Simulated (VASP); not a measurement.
# MgS (zincblende type) (F-43m) in VASP: settings compared

MgS (zincblende type) is run at these levels: PBE, LDA, PBEsol; tasks: electric field gradients.

All numbers are computed with VASP 6.6.1; they aren't measurements. Logs are shortened: lines on timing, memory, paths and dates and some standing lists are left out, and cuts for length are marked.

## 1. The cell of the first run

It takes space group F-43m (No. 216, cubic). The conventional cell has a = 5.744 Å, b = 5.744 Å, c = 5.744 Å, α = 90.00°, β = 90.00°, γ = 90.00°. Mg (site symmetry -43m) has 4 S at 2.49 Å within 3.3 Å. S (site symmetry -43m) has 4 Mg at 2.49 Å within 3.3 Å.

## 2. Electric field gradients, PBE (volume scaled by 1.025)

Input file INCAR:

```
  PREC = Accurate
  ENCUT = 520
  EDIFF = 1E-8
  ISMEAR = -1
  SIGMA = 0.05
  LREAL = F
  LASPH = T
  NELM = 100
  ALGO = Normal
  ISIF = 2
  LWAVE = F
  LCHARG = F
  GGA = PE
  LEFG = T
  NBANDS = 11
```

Input file KPOINTS:

```
Automatic mesh
0
Gamma
  13 13 13
```

Input file POSCAR:

```
MgS
1.0
    0.0000000000      2.8719159257      2.8719159257
    2.8719159257      0.0000000000      2.8719159257
    2.8719159257      2.8719159257      0.0000000000
Mg S
1 1
Direct
    0.0000000000      0.0000000000      0.0000000000
    0.2500000000      0.2500000000      0.2500000000
```

Potentials or basis: VASP PAW PBE potentials, release 64 (Mg, S).

Run with:

```sh
> cat potpaw_PBE.64/Mg/POTCAR potpaw_PBE.64/S/POTCAR > POTCAR
> mpirun -np 1 vasp_std > vasp.out
```

OUTCAR:

```text
PREC = Accurate
   ENCUT = 520
   EDIFF = 1E-8
   ISMEAR = -1
   LREAL = F
   LASPH = T
   NELM = 100
   ISIF = 2
   GGA = PE

 ion  position               nearest neighbor table
   1  0.000  0.000  0.000-   2 2.49   2 2.49   2 2.49   2 2.49
   2  0.250  0.250  0.250-   1 2.49   1 2.49   1 2.49   1 2.49

  LATTYP: Found a face centered cubic cell.
 ALAT       =     5.7438318514

  Lattice vectors:

 A1 = (   0.0000000000,   2.8719159257,   2.8719159257)
 A2 = (   2.8719159257,   0.0000000000,   2.8719159257)
 A3 = (   2.8719159257,   2.8719159257,   0.0000000000)

Analysis of symmetry for initial positions (statically):
=====================================================================
 Subroutine PRICEL returns:
 Original cell was already a primitive cell.

 Routine SETGRP: Setting up the symmetry group for a
 face centered cubic supercell.

 Subroutine GETGRP returns: Found 24 space group operations
 (whereof 24 operations were pure point group operations)
 out of a pool of 48 trial point group operations.

The static configuration has the point symmetry T_d .

Analysis of symmetry for dynamics (positions and initial velocities):
=====================================================================
 Subroutine PRICEL returns:
 Original cell was already a primitive cell.

 Routine SETGRP: Setting up the symmetry group for a
 face centered cubic supercell.

 Subroutine GETGRP returns: Found 24 space group operations
 (whereof 24 operations were pure point group operations)
 out of a pool of 48 trial point group operations.

The dynamic configuration has the point symmetry T_d .

 Subroutine INISYM returns: Found 24 space group operations
 (whereof 24 operations are pure point group operations),
 and found     1 'primitive' translations

----------------------------------------------------------------------------------------

                                     Primitive cell

  volume of cell :      47.3746

  direct lattice vectors                    reciprocal lattice vectors
     0.000000000  2.871915926  2.871915926    -0.174099804  0.174099804  0.174099804
     2.871915926  0.000000000  2.871915926     0.174099804 -0.174099804  0.174099804
     2.871915926  2.871915926  0.000000000     0.174099804  0.174099804 -0.174099804

  length of vectors
     4.061502452  4.061502452  4.061502452     0.301549706  0.301549706  0.301549706

  position of ions in fractional coordinates (direct lattice)
     0.000000000  0.000000000  0.000000000
     0.250000000  0.250000000  0.250000000

  ion indices of the primitive-cell ions
   primitive index   ion index
                 1           1
                 2           2

----------------------------------------------------------------------------------------

 KPOINTS: Automatic mesh

Automatic generation of k-mesh.
 Grid dimensions read from file:
 generate k-points for:   13   13   13

 Generating k-lattice:

  Cartesian coordinates                     Fractional coordinates (reciprocal lattice)
    -0.013392293  0.013392293  0.013392293     0.076923077  0.000000000  0.000000000
     0.013392293 -0.013392293  0.013392293     0.000000000  0.076923077  0.000000000
     0.013392293  0.013392293 -0.013392293     0.000000000  0.000000000  0.076923077

  Length of vectors
     0.023196131  0.023196131  0.023196131

  Shift w.r.t. Gamma in fractional coordinates (k-lattice)
     0.000000000  0.000000000  0.000000000

 Subroutine IBZKPT returns following result:
 ===========================================

 Found     84 irreducible k-points:

 Following reciprocal coordinates:
            Coordinates               Weight
  0.000000  0.000000  0.000000      1.000000
  0.076923  0.000000  0.000000      8.000000
  0.153846  0.000000  0.000000      8.000000
  0.230769  0.000000  0.000000      8.000000
  0.307692  0.000000  0.000000      8.000000
  0.384615  0.000000  0.000000      8.000000
[... 16 lines left out ...]
  0.384615  0.153846  0.000000     24.000000
  0.461538  0.153846  0.000000     24.000000
 [... further k-points ...]
   k-points           NKPTS =     84   k-points in BZ     NKDIM =     84   number of bands    NBANDS=     11
   number of dos      NEDOS =    301   number of ions     NIONS =      2
   total plane-waves  NPLWV =  27000
   dimension x,y,z NGX =    30 NGY =   30 NGZ =   30
   dimension x,y,z NGXF=    60 NGYF=   60 NGZF=   60
   ions per type =               1   1
   NGX,Y,Z   is equivalent  to a cutoff of  12.28, 12.28, 12.28 a.u.
   NGXF,Y,Z  is equivalent  to a cutoff of  24.56, 24.56, 24.56 a.u.
 SYSTEM =  unknown system
   PREC   = accura    normal or accurate (medium, high low for compatibility)
   ISTART =      0    job   : 0-new  1-cont  2-samecut
   ICHARG =      2    charge: 1-file 2-atom 10-const
   ISPIN  =      1    spin polarized calculation?
   LNONCOLLINEAR =      F non collinear calculations
   LSORBIT =      F    spin-orbit coupling
   LASPH  =      T    aspherical Exc in radial PAW
   ENCUT  =  520.0 eV  38.22 Ry    6.18 a.u.   7.55  7.55  7.55*2*pi/ulx,y,z
   NELM   =    100;   NELMIN=  2; NELMDL= -5     # of ELM steps
   EDIFF  = 0.1E-07   stopping-criterion for ELM
   LREAL  =      F    real-space projection
   EDIFFG = 0.1E-06   stopping-criterion for IOM
   NSW    =      0    number of steps for IOM
   IBRION =     -1    ionic relax: 0-MD 1-quasi-New 2-CG
   NFREE  =      0    steps in history (QN), initial steepest desc. (CG)
   ISIF   =      2    stress and relaxation
   ISYM   =      2    0-nonsym 1-usesym 2-fastsym
   POTIM  = 0.5000    time-step for ionic-motion
   TEBEG  =    0.0;   TEEND  =   0.0 temperature during run
   PSTRESS=    0.0 pullay stress
   NELECT =       8.0000    total number of electrons
   NUPDOWN=      -1.0000    fix difference up-down
   EMIN   =  10.00;   EMAX   =-10.00  energy-range for DOS
   EFERMI =   0.00;   METHOD = LEGACY
   ISMEAR =    -1;   SIGMA  =   0.05  broadening in eV -4-tet -1-fermi 0-gaus
   EFERMI_NEDOS =   21; number of points for ismear=-14 and -15
   IALGO  =     38    algorithm
   IMIX   =      4    mixing-type and parameters
     AMIX     =   0.40;   BMIX     =  1.00
     AMIX_MAG =   1.60;   BMIX_MAG =  1.00
  volume/ion in A,a.u.               =      23.69       159.85
  Fermi-wavevector in a.u.,A,eV,Ry     =   0.904877  1.709970 11.140494  0.818803
  Thomas-Fermi vector in A             =   2.028377
   LORBIT       =      0    0 simple, 1 ext, 2 COOP (PROOUT), +10 PAW based schemes
   GGA     = PE    functional components
[... 5 lines left out ...]
 non-spin polarized calculation
  energy-cutoff  :      520.00
  volume of cell :       47.37
 maximum number of plane-waves:      1303
   NGX = 15   NGY = 15   NGZ = 15

 number of electron       8.0000000 magnetization

 Free energy of the ion-electron system (eV)
  ---------------------------------------------------
  ext. energy  EPLUGINS =         0.00000000
  ---------------------------------------------------
  free energy    TOTEN  =        -8.46735431 eV

  energy without entropy =       -8.46735431  energy(sigma->0) =       -8.46735431

 E-fermi :   1.8128     XC(G=0):  -8.2255

 val. band max:        0.8009553349   @ k =   0.0000   0.0000   0.0000
 cond. band min:       4.0473742191   @ k =   0.0000   0.0000   0.0000
 fundamental gap:      3.2464188842
 Fermi energy:         1.8128318742

 k-point     1 :       0.0000    0.0000    0.0000
  band No.  band energies     occupation
      1     -10.3290      2.00000
      2       0.8010      2.00000
      3       0.8010      2.00000
      4       0.8010      2.00000
      5       4.0474      0.00000
      6       8.6383      0.00000
      7       8.6383      0.00000
      8       8.6383      0.00000
      9      11.5406      0.00000
     10      11.5406      0.00000
     11      14.1654      0.00000

 k-point     2 :       0.0769    0.0000    0.0000
  band No.  band energies     occupation
      1     -10.2980      2.00000
      2       0.5173      2.00000
      3       0.7808      2.00000
      4       0.7808      2.00000
      5       4.3326      0.00000
      6       8.5446      0.00000
      7       8.7118      0.00000
      8       8.7118      0.00000
      9      11.3183      0.00000
     10      11.3183      0.00000
     11      14.0654      0.00000
[... 295 lines left out ...]
 k-point    24 :       0.4615    0.1538    0.0000
  band No.  band energies     occupation
      1      -9.7037      2.00000
      2      -1.8719      2.00000
      3       0.0416      2.00000
      4       0.3079      2.00000
      5       6.3051      0.00000
      6       7.5688      0.00000
      7       9.1057      0.00000
      8       9.1082      0.00000
      9      12.0542      0.00000
     10      13.9751      0.00000
     11      14.2542      0.00000

 [... further k-points ...]
[... 5 lines left out ...]
  --------------------------------------------------------------------------------------
  -------------------------------------------------------------------------------------
  Total       -0.4225405     -0.4225405     -0.4225405      0.0000000     -0.0000000      0.0000000
  in kB      -14.2900515    -14.2900515    -14.2900515      0.0000000     -0.0000000      0.0000000
  external PRESSURE =     -14.2900515 kB  Pullay stress =       0.0000000 kB

 VOLUME and BASIS-vectors are now :
 -----------------------------------------------------------------------------
  energy-cutoff  :      520.00
  volume of cell :       47.37
      direct lattice vectors                 reciprocal lattice vectors
     0.000000000  2.871915926  2.871915926    -0.174099804  0.174099804  0.174099804
     2.871915926  0.000000000  2.871915926     0.174099804 -0.174099804  0.174099804
     2.871915926  2.871915926  0.000000000     0.174099804  0.174099804 -0.174099804

 POSITION                                       TOTAL-FORCE (eV/Angst)
 -----------------------------------------------------------------------------------
      0.00000      0.00000      0.00000        -0.000000     -0.000000     -0.000000
      1.43596      1.43596      1.43596         0.000000      0.000000      0.000000
 -----------------------------------------------------------------------------------
    total drift:                               -0.000000     -0.000000     -0.000000

  FREE ENERGIE OF THE ION-ELECTRON SYSTEM (eV)
  ---------------------------------------------------
  free  energy   TOTEN  =        -8.4673543129 eV

  energy  without entropy=       -8.4673543128  energy(sigma->0) =       -8.46735431

 Electric field gradients (V/A^2)
---------------------------------------------------------------------
 ion       V_xx      V_yy      V_zz      V_xy      V_xz      V_yz
---------------------------------------------------------------------
   1      -0.000     0.000    -0.000    -0.000    -0.000    -0.000
   2       0.000    -0.000    -0.000    -0.000    -0.000    -0.000
---------------------------------------------------------------------

 Electric field gradients after diagonalization (V/A^2)
 (convention: |V_zz| > |V_xx| > |V_yy|)
----------------------------------------------------------------------
 ion       V_xx      V_yy      V_zz     asymmetry (V_yy - V_xx)/ V_zz
----------------------------------------------------------------------
   1       0.000     0.000    -0.000       0.000
   2       0.000     0.000    -0.001       0.000
----------------------------------------------------------------------

           NMR quadrupolar parameters

 Cq : quadrupolar parameter    Cq=e*Q*V_zz/h
 eta: asymmetry parameters     (V_yy - V_xx)/ V_zz
 Q  : nuclear electric quadrupole moment in mb (millibarn)
----------------------------------------------------------------------
 ion       Cq(MHz)       eta       Q (mb)
----------------------------------------------------------------------
   1      -0.000       0.000       1.000
   2      -0.000       0.000       1.000
----------------------------------------------------------------------
```

Run time: 39 s. Hardware: 1 thread of Intel Xeon Platinum 8259CL at 2.50GHz (Skylake/Cascade Lake), shared host; peak memory 0.19 GiB.

What came out:

- Free energy: -8.4674 eV
- Pressure: -1.4 GPa
- Band gap on the k mesh: 3.25 eV, direct

Levels at points of the mesh, in eV from the valence-band top:
```
           k point  band 2  band 3  band 4  band 5  band 6  band 7
(0.00, 0.00, 0.00)    0.00    0.00    0.00    3.25    7.84    7.84
```

Caveat: without QUAD_EFG the Cq values of the log hold for a quadrupole moment of 1 mb, not for the nuclei. A k mesh can miss the band edges.

## 3. Electric field gradients, PBE (volume scaled by 1.05)

INCAR: that of step 2 with these lines changed.

```diff
@@ -7,3 +7,3 @@
   LASPH = T
-  NELM = 100
+  NELM = 60
   ALGO = Normal
```

KPOINTS is that of step 2.

Input file POSCAR:

```
MgS
1.0
    0.0000000000      2.8950775382      2.8950775382
    2.8950775382      0.0000000000      2.8950775382
    2.8950775382      2.8950775382      0.0000000000
Mg S
1 1
Direct
    0.0000000000      0.0000000000      0.0000000000
    0.2500000000      0.2500000000      0.2500000000
```

Potentials or basis: VASP PAW PBE potentials, release 64 (Mg, S).

Run with:

```sh
> cat potpaw_PBE.64/Mg/POTCAR potpaw_PBE.64/S/POTCAR > POTCAR
> mpirun -np 1 vasp_std > vasp.out
```

OUTCAR:

```text
PREC = Accurate
   ENCUT = 520
   EDIFF = 1E-8
   ISMEAR = -1
   LREAL = F
   LASPH = T
   NELM = 60
   ISIF = 2
   GGA = PE

 ion  position               nearest neighbor table
   1  0.000  0.000  0.000-   2 2.51   2 2.51   2 2.51   2 2.51
   2  0.250  0.250  0.250-   1 2.51   1 2.51   1 2.51   1 2.51

  LATTYP: Found a face centered cubic cell.
 ALAT       =     5.7901550764

  Lattice vectors:

 A1 = (   0.0000000000,   2.8950775382,   2.8950775382)
 A2 = (   2.8950775382,   0.0000000000,   2.8950775382)
 A3 = (   2.8950775382,   2.8950775382,   0.0000000000)

Analysis of symmetry for initial positions (statically):
=====================================================================
 Subroutine PRICEL returns:
 Original cell was already a primitive cell.

 Routine SETGRP: Setting up the symmetry group for a
 face centered cubic supercell.

 Subroutine GETGRP returns: Found 24 space group operations
 (whereof 24 operations were pure point group operations)
 out of a pool of 48 trial point group operations.

The static configuration has the point symmetry T_d .

Analysis of symmetry for dynamics (positions and initial velocities):
=====================================================================
 Subroutine PRICEL returns:
 Original cell was already a primitive cell.

 Routine SETGRP: Setting up the symmetry group for a
 face centered cubic supercell.

 Subroutine GETGRP returns: Found 24 space group operations
 (whereof 24 operations were pure point group operations)
 out of a pool of 48 trial point group operations.

The dynamic configuration has the point symmetry T_d .

[... 160 lines left out ...]
      7       8.4336      0.00000
      8       8.4336      0.00000
      9      11.3477      0.00000
     10      11.3477      0.00000
     11      13.8242      0.00000
[... 309 lines left out ...]
 k-point    24 :       0.4615    0.1538    0.0000
  band No.  band energies     occupation
      1      -9.8046      2.00000
      2      -1.9464      2.00000
      3      -0.0792      2.00000
      4       0.1803      2.00000
      5       6.0829      0.00000
      6       7.3732      0.00000
      7       8.8574      0.00000
      8       8.9101      0.00000
      9      11.7920      0.00000
     10      13.7362      0.00000
     11      13.9514      0.00000

 [... further k-points ...]
[... 5 lines left out ...]
  --------------------------------------------------------------------------------------
  -------------------------------------------------------------------------------------
  Total       -0.7787918     -0.7787918     -0.7787918      0.0000000      0.0000000      0.0000000
  in kB      -25.7111411    -25.7111411    -25.7111411      0.0000000      0.0000000      0.0000000
  external PRESSURE =     -25.7111411 kB  Pullay stress =       0.0000000 kB

 VOLUME and BASIS-vectors are now :
 -----------------------------------------------------------------------------
  energy-cutoff  :      520.00
  volume of cell :       48.53
      direct lattice vectors                 reciprocal lattice vectors
     0.000000000  2.895077538  2.895077538    -0.172706946  0.172706946  0.172706946
     2.895077538  0.000000000  2.895077538     0.172706946 -0.172706946  0.172706946
     2.895077538  2.895077538  0.000000000     0.172706946  0.172706946 -0.172706946

 POSITION                                       TOTAL-FORCE (eV/Angst)
 -----------------------------------------------------------------------------------
      0.00000      0.00000      0.00000        -0.000000      0.000000      0.000000
      1.44754      1.44754      1.44754         0.000000     -0.000000     -0.000000
 -----------------------------------------------------------------------------------
    total drift:                               -0.000000     -0.000000     -0.000000

  FREE ENERGIE OF THE ION-ELECTRON SYSTEM (eV)
  ---------------------------------------------------
  free  energy   TOTEN  =        -8.4530257272 eV

  energy  without entropy=       -8.4530257272  energy(sigma->0) =       -8.45302573

 Electric field gradients (V/A^2)
---------------------------------------------------------------------
 ion       V_xx      V_yy      V_zz      V_xy      V_xz      V_yz
---------------------------------------------------------------------
   1       0.000     0.000    -0.000    -0.000    -0.000    -0.000
   2      -0.000     0.000     0.000    -0.000    -0.000    -0.000
---------------------------------------------------------------------

 Electric field gradients after diagonalization (V/A^2)
 (convention: |V_zz| > |V_xx| > |V_yy|)
----------------------------------------------------------------------
 ion       V_xx      V_yy      V_zz     asymmetry (V_yy - V_xx)/ V_zz
----------------------------------------------------------------------
   1       0.000     0.000    -0.000       0.000
   2       0.000     0.000    -0.000       0.000
----------------------------------------------------------------------

           NMR quadrupolar parameters

 Cq : quadrupolar parameter    Cq=e*Q*V_zz/h
 eta: asymmetry parameters     (V_yy - V_xx)/ V_zz
 Q  : nuclear electric quadrupole moment in mb (millibarn)
----------------------------------------------------------------------
 ion       Cq(MHz)       eta       Q (mb)
----------------------------------------------------------------------
   1      -0.000       0.000       1.000
   2      -0.000       0.000       1.000
----------------------------------------------------------------------
```

OSZICAR:

```text
N       E                     dE             d eps       ncg     rms          rms(c)
DAV:   1     0.244602091289E+02    0.24460E+02   -0.33520E+03  1904   0.569E+02
DAV:   2    -0.697406078700E+01   -0.31434E+02   -0.29894E+02  2255   0.991E+01
DAV:   3    -0.896993489536E+01   -0.19959E+01   -0.19929E+01  2291   0.267E+01
DAV:   4    -0.898687828139E+01   -0.16943E-01   -0.16941E-01  2239   0.298E+00
DAV:   5    -0.898709331579E+01   -0.21503E-03   -0.21503E-03  2306   0.333E-01    0.389E+00
DAV:   6    -0.847797841891E+01    0.50911E+00   -0.13423E+00  2041   0.419E+00    0.293E+00
DAV:   7    -0.844582313576E+01    0.32155E-01   -0.26161E-01  2232   0.204E+00    0.229E+00
DAV:   8    -0.845380654162E+01   -0.79834E-02   -0.26060E-02  2094   0.965E-01    0.132E+00
DAV:   9    -0.845278749190E+01    0.10190E-02   -0.25797E-03  2130   0.246E-01    0.478E-01
DAV:  10    -0.845301614503E+01   -0.22865E-03   -0.87155E-04  2070   0.135E-01    0.956E-02
DAV:  11    -0.845302479320E+01   -0.86482E-05   -0.57963E-05  2268   0.309E-02    0.718E-02
DAV:  12    -0.845302572146E+01   -0.92826E-06   -0.10047E-05  2169   0.150E-02    0.638E-03
DAV:  13    -0.845302571927E+01    0.21898E-08   -0.45004E-07  2237   0.321E-03    0.855E-04
DAV:  14    -0.845302569506E+01    0.24203E-07   -0.24972E-08  2217   0.921E-04    0.160E-03
DAV:  15    -0.845302572907E+01   -0.34006E-07   -0.10096E-08  1499   0.409E-04    0.610E-05
DAV:  16    -0.845302572720E+01    0.18699E-08   -0.58688E-10  1158   0.145E-04
   1 F= -.84530257E+01 E0= -.84530257E+01  d E =-.263896E-10
```

Wall time 62 s (1 thread of Intel Xeon Platinum 8259CL at 2.50GHz (Skylake/Cascade Lake), shared host); peak memory 0.19 GiB.

What came out:

| Quantity | Value |
| --- | --- |
| Free energy | -8.4530 eV |
| Pressure | -2.6 GPa |
| Band gap on the k mesh | 3.13 eV, direct |

Caveat: without QUAD_EFG the Cq values of the log hold for a quadrupole moment of 1 mb, not for the nuclei. A k mesh can miss the band edges.

(Part 1 of 3 ends here.)
